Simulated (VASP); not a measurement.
Crystal: W.

```
CELL_PARAMETERS angstrom
-1.56096 1.56096 1.56096
1.56096 -1.56096 1.56096
1.56096 1.56096 -1.56096
ATOMIC_POSITIONS crystal
W 0.00000 0.00000 0.00000
```

Base run:

- Program: VASP 6.6.1
- Functional: SVWN5
- Potentials or basis: VASP PAW PBE potentials, release 64 (W_sv)
- Cutoff: 520 eV
- k mesh: 12 × 12 × 12
- Occupations: fermi-dirac, width 0.05 eV
- Spin: no spin polarisation

Its results: band gap on the k mesh zero (band 7 reaches 17.15 eV, above the bottom of band 8 at 10.37 eV); pressure 4.7 GPa.

**Question.** The run is repeated on the same cell with these changes: functional from SVWN5 to RPBE. What comes out?

**Answer.** Band gap on the k mesh zero (band 7 reaches 17.61 eV, above the bottom of band 8 at 10.84 eV); pressure 25.0 GPa.

RPBE binds less tightly than SVWN5, so the same cell stands under more pressure.

Caveats: the PAW data sets were made with another functional, which shifts forces and pressure a little; spin-orbit coupling is left out, which moves the levels of the heavy elements.
